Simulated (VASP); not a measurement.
# C (Fd-3m) in VASP: further runs

Runs on C. Level: PBEsol. Tasks: single point.

Program: VASP 6.6.1. These are calculated values, not measurements. Logs are shortened: lines on timing, memory, paths and dates and some standing lists are left out, and cuts for length are marked.

**1. The cell of the first run**

It takes space group Fd-3m (No. 227, cubic). Conventional cell: a = 3.567 Å, b = 3.567 Å, c = 3.567 Å, α = 90.00°, β = 90.00°, γ = 90.00°. C (site symmetry -43m) has 4 C at 1.54 Å within 2.1 Å.

**2. Single point, PBEsol, non-collinear spin, zero start, spin-orbit coupling**

INCAR reads:

```
SYSTEM = C
PREC = Accurate
ENCUT = 600
EDIFF = 1E-6
ISMEAR = 0
SIGMA = 0.01
LREAL = .FALSE.
LASPH = .TRUE.
NELM = 200
ALGO = Normal
ISIF = 2
LWAVE = .FALSE.
LCHARG = .FALSE.
LNONCOLLINEAR = .TRUE.
MAGMOM = 0 0 0 0 0 0
LORBIT = 11
LSORBIT = .TRUE.
GGA_COMPAT = .FALSE.
LORBMOM = .TRUE.
GGA = PS
NBANDS = 20
```

KPOINTS reads:

```
regular mesh
0
G
  10 10 10
  0 0 0
```

POSCAR reads:

```
C
1.0
    0.0000000000      1.7835000000      1.7835000000
    1.7835000000      0.0000000000      1.7835000000
    1.7835000000      1.7835000000      0.0000000000
C
2
Direct
    0.0000000000      0.0000000000      0.0000000000
    0.2500000000      0.2500000000      0.2500000000
```

Potentials or basis: VASP PAW PBE potentials, release 64 (C).

Started as:

```bash
> cat potpaw_PBE.64/C/POTCAR > POTCAR
> mpirun -np 1 vasp_ncl > vasp.out
```

OUTCAR:

```text
SYSTEM = C
   PREC = Accurate
   ENCUT = 600
   EDIFF = 1E-6
   ISMEAR = 0
   LREAL = .FALSE.
   LASPH = .TRUE.
   NELM = 200
   ISIF = 2
   LNONCOLLINEAR = .TRUE.
   LORBIT = 11
   LSORBIT = .TRUE.
   GGA = PS

 ion  position               nearest neighbor table
   1  0.000  0.000  0.000-   2 1.54   2 1.54   2 1.54   2 1.54
   2  0.250  0.250  0.250-   1 1.54   1 1.54   1 1.54   1 1.54

  LATTYP: Found a face centered cubic cell.
 ALAT       =     3.5670000000

  Lattice vectors:

 A1 = (   0.0000000000,   1.7835000000,   1.7835000000)
 A2 = (   1.7835000000,   0.0000000000,   1.7835000000)
 A3 = (   1.7835000000,   1.7835000000,   0.0000000000)

Analysis of symmetry for initial positions (statically):
=====================================================================
 Subroutine PRICEL returns:
 Original cell was already a primitive cell.

 Routine SETGRP: Setting up the symmetry group for a
 face centered cubic supercell.

 Subroutine GETGRP returns: Found 48 space group operations
 (whereof 24 operations were pure point group operations)
 out of a pool of 48 trial point group operations.

The static configuration has the point symmetry T_d .
 The point group associated with its full space group is O_h .

Analysis of symmetry for dynamics (positions and initial velocities):
=====================================================================
 Subroutine PRICEL returns:
 Original cell was already a primitive cell.

 Routine SETGRP: Setting up the symmetry group for a
 face centered cubic supercell.

 Subroutine GETGRP returns: Found 48 space group operations
 (whereof 24 operations were pure point group operations)
 out of a pool of 48 trial point group operations.

The dynamic configuration has the point symmetry T_d .
 The point group associated with its full space group is O_h .

Analysis of structural, dynamic, and magnetic symmetry:
=====================================================================
 Subroutine PRICEL returns:
 Original cell was already a primitive cell.

 Routine SETGRP: Setting up the symmetry group for a
 face centered cubic supercell.

 Subroutine GETGRP returns: Found 48 space group operations
 (whereof 24 operations were pure point group operations)
 out of a pool of 48 trial point group operations.

The overall configuration has the point symmetry T_d .
 The point group associated with its full space group is O_h .

 Subroutine INISYM returns: Found 48 space group operations
 (whereof 24 operations are pure point group operations),
 and found     1 'primitive' translations

----------------------------------------------------------------------------------------

                                     Primitive cell

  volume of cell :      11.3462

  direct lattice vectors                    reciprocal lattice vectors
     0.000000000  1.783500000  1.783500000    -0.280347631  0.280347631  0.280347631
     1.783500000  0.000000000  1.783500000     0.280347631 -0.280347631  0.280347631
     1.783500000  1.783500000  0.000000000     0.280347631  0.280347631 -0.280347631

  length of vectors
     2.522249888  2.522249888  2.522249888     0.485576341  0.485576341  0.485576341

  position of ions in fractional coordinates (direct lattice)
     0.000000000  0.000000000  0.000000000
     0.250000000  0.250000000  0.250000000

  ion indices of the primitive-cell ions
   primitive index   ion index
                 1           1
                 2           2

----------------------------------------------------------------------------------------

 KPOINTS: regular mesh

Automatic generation of k-mesh.
 Grid dimensions read from file:
 generate k-points for:   10   10   10

 Generating k-lattice:

[... 92 lines left out ...]
 Gauss-broadening in eV      SIGMA  =   0.01
  energy-cutoff  :      600.00
  volume of cell :       11.35
 maximum number of plane-waves:       784
   NGX =  9   NGY =  9   NGZ =  9

 number of electron       8.0000000 magnetization       0.0000000      0.0000000      0.0000000

 number of electron       7.9999999 magnetization      -0.0000000     -0.0000000      0.0000000

 number of electron       7.9999999 magnetization       0.0000000      0.0000000     -0.0000000

 Free energy of the ion-electron system (eV)
  ---------------------------------------------------
  ext. energy  EPLUGINS =         0.00000000
  ---------------------------------------------------
  free energy    TOTEN  =       -19.25315799 eV

  energy without entropy =      -19.25315799  energy(sigma->0) =      -19.25315799

 E-fermi :   9.8972     XC(G=0): -13.4316

 val. band max:        9.7096316911   @ k =   0.0000   0.0000   0.0000
 cond. band min:      13.7404891947   @ k =   0.4000   0.4000   0.0000
 fundamental gap:      4.0308575036
 Fermi energy:         9.8971944205

 k-point     1 :       0.0000    0.0000    0.0000
  band No.  band energies     occupation
      1     -11.8133      1.00000
      2     -11.8133      1.00000
      3       9.6961      1.00000
      4       9.6961      1.00000
      5       9.7096      1.00000
      6       9.7096      1.00000
[... 541 lines left out ...]
     19      32.3684      0.00000
     20      32.3684      0.00000

 [... further k-points ...]

------------------------ aborting loop because EDIFF is reached ----------------------------------------

  FORCE on cell =-STRESS in cart. coord.  units (eV):
  Direction    XX          YY          ZZ          XY          YZ          ZX
  --------------------------------------------------------------------------------------
  -------------------------------------------------------------------------------------
  Total       -0.3193457     -0.3193457     -0.3193457      0.0000000     -0.0000000      0.0000000
  in kB      -45.0943714    -45.0943714    -45.0943714      0.0000000     -0.0000000      0.0000000
  external PRESSURE =     -45.0943714 kB  Pullay stress =       0.0000000 kB

 VOLUME and BASIS-vectors are now :
 -----------------------------------------------------------------------------
  energy-cutoff  :      600.00
  volume of cell :       11.35
      direct lattice vectors                 reciprocal lattice vectors
     0.000000000  1.783500000  1.783500000    -0.280347631  0.280347631  0.280347631
     1.783500000  0.000000000  1.783500000     0.280347631 -0.280347631  0.280347631
     1.783500000  1.783500000  0.000000000     0.280347631  0.280347631 -0.280347631

 POSITION                                       TOTAL-FORCE (eV/Angst)
 -----------------------------------------------------------------------------------
      0.00000      0.00000      0.00000         0.000000      0.000000      0.000000
      0.89175      0.89175      0.89175        -0.000000     -0.000000     -0.000000
 -----------------------------------------------------------------------------------
    total drift:                                0.000000      0.000000      0.000000

  FREE ENERGIE OF THE ION-ELECTRON SYSTEM (eV)
  ---------------------------------------------------
  free  energy   TOTEN  =       -19.2531579909 eV

  energy  without entropy=      -19.2531579909  energy(sigma->0) =      -19.25315799

 orbital moment (x)

 # of ion     p       tot
 --------------------------------
  1         0.000   0.000
  2        -0.000  -0.000
 --------------------------------
           -0.000  -0.000

 orbital moment (y)

 # of ion     p       tot
 --------------------------------
  1        -0.000  -0.000
  2        -0.000  -0.000
 --------------------------------
           -0.000  -0.000

 orbital moment (z)

 # of ion     p       tot
 --------------------------------
  1        -0.000  -0.000
  2         0.000   0.000
 --------------------------------
           -0.000  -0.000

 Spin-Orbit-Coupling matrix elements

 Ion:    1  E_soc:     -0.0000135
 l=   1
     0.0000000    -0.0000022    -0.0000022
    -0.0000022     0.0000000    -0.0000022
    -0.0000022    -0.0000022     0.0000000
 l=   2
     0.0000000     0.0000000     0.0000000     0.0000000     0.0000000
     0.0000000     0.0000000     0.0000000     0.0000000     0.0000000
     0.0000000     0.0000000     0.0000000     0.0000000     0.0000000
     0.0000000     0.0000000     0.0000000     0.0000000     0.0000000
     0.0000000     0.0000000     0.0000000     0.0000000     0.0000000
 l=   3
     0.0000000     0.0000000     0.0000000     0.0000000     0.0000000     0.0000000     0.0000000
     0.0000000     0.0000000     0.0000000     0.0000000     0.0000000     0.0000000     0.0000000
     0.0000000     0.0000000     0.0000000     0.0000000     0.0000000     0.0000000     0.0000000
     0.0000000     0.0000000     0.0000000     0.0000000     0.0000000     0.0000000     0.0000000
     0.0000000     0.0000000     0.0000000     0.0000000     0.0000000     0.0000000     0.0000000
     0.0000000     0.0000000     0.0000000     0.0000000     0.0000000     0.0000000     0.0000000
     0.0000000     0.0000000     0.0000000     0.0000000     0.0000000     0.0000000     0.0000000

 Ion:    2  E_soc:     -0.0000135
 l=   1
     0.0000000    -0.0000022    -0.0000022
    -0.0000022     0.0000000    -0.0000022
    -0.0000022    -0.0000022     0.0000000
 l=   2
     0.0000000     0.0000000     0.0000000     0.0000000     0.0000000
     0.0000000     0.0000000     0.0000000     0.0000000     0.0000000
     0.0000000     0.0000000     0.0000000     0.0000000     0.0000000
     0.0000000     0.0000000     0.0000000     0.0000000     0.0000000
     0.0000000     0.0000000     0.0000000     0.0000000     0.0000000
 l=   3
     0.0000000     0.0000000     0.0000000     0.0000000     0.0000000     0.0000000     0.0000000
     0.0000000     0.0000000     0.0000000     0.0000000     0.0000000     0.0000000     0.0000000
     0.0000000     0.0000000     0.0000000     0.0000000     0.0000000     0.0000000     0.0000000
     0.0000000     0.0000000     0.0000000     0.0000000     0.0000000     0.0000000     0.0000000
     0.0000000     0.0000000     0.0000000     0.0000000     0.0000000     0.0000000     0.0000000
     0.0000000     0.0000000     0.0000000     0.0000000     0.0000000     0.0000000     0.0000000
     0.0000000     0.0000000     0.0000000     0.0000000     0.0000000     0.0000000     0.0000000

 total charge

# of ion       s       p       d       tot
------------------------------------------
    1        0.822   1.743   0.000   2.565
    2        0.822   1.743   0.000   2.565
--------------------------------------------------
tot          1.644   3.486   0.000   5.130

 magnetization (x)

# of ion       s       p       d       tot
------------------------------------------
    1       -0.000   0.000   0.000  -0.000
    2        0.000   0.000   0.000   0.000
--------------------------------------------------
tot         -0.000   0.000   0.000  -0.000

 magnetization (y)

# of ion       s       p       d       tot
------------------------------------------
    1        0.000   0.000   0.000   0.000
    2        0.000   0.000   0.000   0.000
--------------------------------------------------
tot          0.000   0.000   0.000   0.000

 magnetization (z)

# of ion       s       p       d       tot
------------------------------------------
    1        0.000  -0.000   0.000   0.000
    2        0.000  -0.000   0.000  -0.000
--------------------------------------------------
tot          0.000  -0.000   0.000  -0.000
```

It took 20 s on 1 thread of AMD EPYC 7R43 (Zen 3), shared host; peak memory 0.12 GiB.

Results:

```
Free energy                                           : -19.2532 eV
Pressure                                              : -4.5 GPa
Net moment                                            : 0.00 μB per cell
Valence electrons inside the program's atomic spheres : C 2.56
```

Moments on the atoms (μB; x, y, z):
```
C   0.00 0.00 0.00
C   0.00 0.00 0.00
```

Caveat: the PAW data sets were made with another functional, which shifts forces and pressure a little.

**3. Single point, PBEsol, non-collinear spin, zero start, spin-orbit coupling**

INCAR reads:

```
  PREC = Accurate
  ENCUT = 600
  EDIFF = 1E-6
  ISMEAR = 0
  SIGMA = 0.01
  LREAL = F
  LASPH = T
  NELM = 200
  ALGO = Normal
  ISIF = 2
  LWAVE = F
  LCHARG = F
  MAGMOM = 0 0 0 0 0 0
  LORBIT = 11
  LSORBIT = T
  GGA_COMPAT = F
  LORBMOM = T
  GGA = PS
  NBANDS = 20
```

KPOINTS reads:

```
Automatic mesh
0
Gamma
  10 10 10
```

POSCAR is that of step 2.

Potentials or basis: VASP PAW PBE potentials, release 64 (C).

Started as:

```bash
> cat potpaw_PBE.64/C/POTCAR > POTCAR
> mpirun -np 1 vasp_ncl > vasp.out
```

OUTCAR:

```text
PREC = Accurate
   ENCUT = 600
   EDIFF = 1E-6
   ISMEAR = 0
   LREAL = F
   LASPH = T
   NELM = 200
   ISIF = 2
   LORBIT = 11
   LSORBIT = T
   GGA = PS

 ion  position               nearest neighbor table
   1  0.000  0.000  0.000-   2 1.54   2 1.54   2 1.54   2 1.54
   2  0.250  0.250  0.250-   1 1.54   1 1.54   1 1.54   1 1.54

  LATTYP: Found a face centered cubic cell.
 ALAT       =     3.5670000000

  Lattice vectors:

 A1 = (   0.0000000000,   1.7835000000,   1.7835000000)
 A2 = (   1.7835000000,   0.0000000000,   1.7835000000)
 A3 = (   1.7835000000,   1.7835000000,   0.0000000000)

Analysis of symmetry for initial positions (statically):
=====================================================================
 Subroutine PRICEL returns:
 Original cell was already a primitive cell.

 Routine SETGRP: Setting up the symmetry group for a
 face centered cubic supercell.

 Subroutine GETGRP returns: Found 48 space group operations
 (whereof 24 operations were pure point group operations)
 out of a pool of 48 trial point group operations.

The static configuration has the point symmetry T_d .
 The point group associated with its full space group is O_h .

Analysis of symmetry for dynamics (positions and initial velocities):
=====================================================================
 Subroutine PRICEL returns:
 Original cell was already a primitive cell.

 Routine SETGRP: Setting up the symmetry group for a
 face centered cubic supercell.

 Subroutine GETGRP returns: Found 48 space group operations
 (whereof 24 operations were pure point group operations)
 out of a pool of 48 trial point group operations.

The dynamic configuration has the point symmetry T_d .
 The point group associated with its full space group is O_h .

Analysis of structural, dynamic, and magnetic symmetry:
=====================================================================
 Subroutine PRICEL returns:
 Original cell was already a primitive cell.

 Routine SETGRP: Setting up the symmetry group for a
[... 758 lines left out ...]
           -0.000  -0.000

 orbital moment (y)

 # of ion     p       tot
 --------------------------------
  1        -0.000  -0.000
  2        -0.000  -0.000
 --------------------------------
           -0.000  -0.000

 orbital moment (z)

 # of ion     p       tot
 --------------------------------
  1        -0.000  -0.000
  2         0.000   0.000
 --------------------------------
           -0.000  -0.000

 Spin-Orbit-Coupling matrix elements

 Ion:    1  E_soc:     -0.0000135
 l=   1
     0.0000000    -0.0000022    -0.0000022
    -0.0000022     0.0000000    -0.0000022
    -0.0000022    -0.0000022     0.0000000
 l=   2
     0.0000000     0.0000000     0.0000000     0.0000000     0.0000000
     0.0000000     0.0000000     0.0000000     0.0000000     0.0000000
     0.0000000     0.0000000     0.0000000     0.0000000     0.0000000
     0.0000000     0.0000000     0.0000000     0.0000000     0.0000000
     0.0000000     0.0000000     0.0000000     0.0000000     0.0000000
 l=   3
     0.0000000     0.0000000     0.0000000     0.0000000     0.0000000     0.0000000     0.0000000
     0.0000000     0.0000000     0.0000000     0.0000000     0.0000000     0.0000000     0.0000000
     0.0000000     0.0000000     0.0000000     0.0000000     0.0000000     0.0000000     0.0000000
     0.0000000     0.0000000     0.0000000     0.0000000     0.0000000     0.0000000     0.0000000
     0.0000000     0.0000000     0.0000000     0.0000000     0.0000000     0.0000000     0.0000000
     0.0000000     0.0000000     0.0000000     0.0000000     0.0000000     0.0000000     0.0000000
     0.0000000     0.0000000     0.0000000     0.0000000     0.0000000     0.0000000     0.0000000

 Ion:    2  E_soc:     -0.0000135
 l=   1
     0.0000000    -0.0000022    -0.0000022
    -0.0000022     0.0000000    -0.0000022
    -0.0000022    -0.0000022     0.0000000
 l=   2
     0.0000000     0.0000000     0.0000000     0.0000000     0.0000000
     0.0000000     0.0000000     0.0000000     0.0000000     0.0000000
     0.0000000     0.0000000     0.0000000     0.0000000     0.0000000
     0.0000000     0.0000000     0.0000000     0.0000000     0.0000000
     0.0000000     0.0000000     0.0000000     0.0000000     0.0000000
 l=   3
     0.0000000     0.0000000     0.0000000     0.0000000     0.0000000     0.0000000     0.0000000
     0.0000000     0.0000000     0.0000000     0.0000000     0.0000000     0.0000000     0.0000000
     0.0000000     0.0000000     0.0000000     0.0000000     0.0000000     0.0000000     0.0000000
     0.0000000     0.0000000     0.0000000     0.0000000     0.0000000     0.0000000     0.0000000
     0.0000000     0.0000000     0.0000000     0.0000000     0.0000000     0.0000000     0.0000000
     0.0000000     0.0000000     0.0000000     0.0000000     0.0000000     0.0000000     0.0000000
     0.0000000     0.0000000     0.0000000     0.0000000     0.0000000     0.0000000     0.0000000

 total charge

# of ion       s       p       d       tot
------------------------------------------
    1        0.822   1.743   0.000   2.565
    2        0.822   1.743   0.000   2.565
--------------------------------------------------
tot          1.644   3.486   0.000   5.130

 magnetization (x)

# of ion       s       p       d       tot
------------------------------------------
    1       -0.000   0.000   0.000  -0.000
    2        0.000   0.000   0.000   0.000
--------------------------------------------------
tot         -0.000   0.000   0.000  -0.000

 magnetization (y)

# of ion       s       p       d       tot
------------------------------------------
    1        0.000   0.000   0.000   0.000
    2        0.000   0.000   0.000   0.000
--------------------------------------------------
tot          0.000   0.000   0.000   0.000

 magnetization (z)

# of ion       s       p       d       tot
------------------------------------------
    1        0.000  -0.000   0.000   0.000
    2        0.000  -0.000   0.000  -0.000
--------------------------------------------------
tot          0.000  -0.000   0.000  -0.000
```

stdout:

```text
POSCAR found type information on POSCAR C
 POSCAR found :  1 types and       2 ions
 scaLAPACK will be used
 -----------------------------------------------------------------------------
|                                                                             |
|                                                                             |
|     You enforced a specific xc type in the INCAR file but a different       |
|     I HOPE YOU KNOW WHAT YOU ARE DOING!                                     |
|                                                                             |
 -----------------------------------------------------------------------------

 LDA part: xc-table for (Slater+PW92), standard interpolation
 POSCAR, INCAR and KPOINTS ok, starting setup
 FFT: planning ... GRIDC
 FFT: planning ... GRID_SOFT
 FFT: planning ... GRID
 WAVECAR not read
 entering main loop
```

Wall time 21 s (1 thread of AMD EPYC 7R43 (Zen 3), shared host); peak memory 0.11 GiB.

Results:

```
Free energy                                           : -19.2532 eV
Pressure                                              : -4.5 GPa
Net moment                                            : 0.00 μB per cell
Valence electrons inside the program's atomic spheres : C 2.56
```

Moments on the atoms (μB; x, y, z):
```
C   0.00 0.00 0.00
C   0.00 0.00 0.00
```

Caveat: the PAW data sets were made with another functional, which shifts forces and pressure a little.
